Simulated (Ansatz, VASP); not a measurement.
**Se in VASP and in Ansatz**

```
CELL_PARAMETERS angstrom
4.21935 0.00000 0.00000
-2.10967 3.65406 0.00000
0.00000 0.00000 6.96193
ATOMIC_POSITIONS crystal
Se 0.33333 0.66667 0.43750
Se 0.66667 0.33333 0.93750
Se 0.66667 0.33333 0.56250
Se 0.33333 0.66667 0.06250
```

Alike in both runs: task single point; functional r2SCAN; k mesh 6 × 6 × 4; occupations gaussian, width 0.1 eV; no spin polarisation.

```csv
,VASP,Ansatz
version,VASP 6.6.1,Ansatz 0.2.0
potentials or method,"VASP PAW PBE potentials, release 64 (Se), cutoff 520 eV","scalar-relativistic, plane waves, PAW"
valence electrons in the cell,24,64
```

Ansatz gave:

* gap on the k mesh at the Fermi level (eV): none
* pressure (GPa): 8.7
* traceless stress, the component that is largest in VASP (GPa): 3.37
* rms of the force components (eV/Å): 0.493

Which values does VASP return?

gap on the k mesh at the Fermi level (eV): none; pressure (GPa): 8.7; traceless stress, the component that is largest in VASP (GPa): 3.36; rms of the force components (eV/Å): 0.492.

VASP's potentials were made for PBE, not for r2SCAN. Atom by atom the forces differ by 0.002 eV/Å (rms over components). A gap of «none» marks a metal or a gap that the smearing closes. VASP's potentials hold 24 valence electrons a cell and Ansatz's 64, so a difference there can come from the potentials and not from the codes.
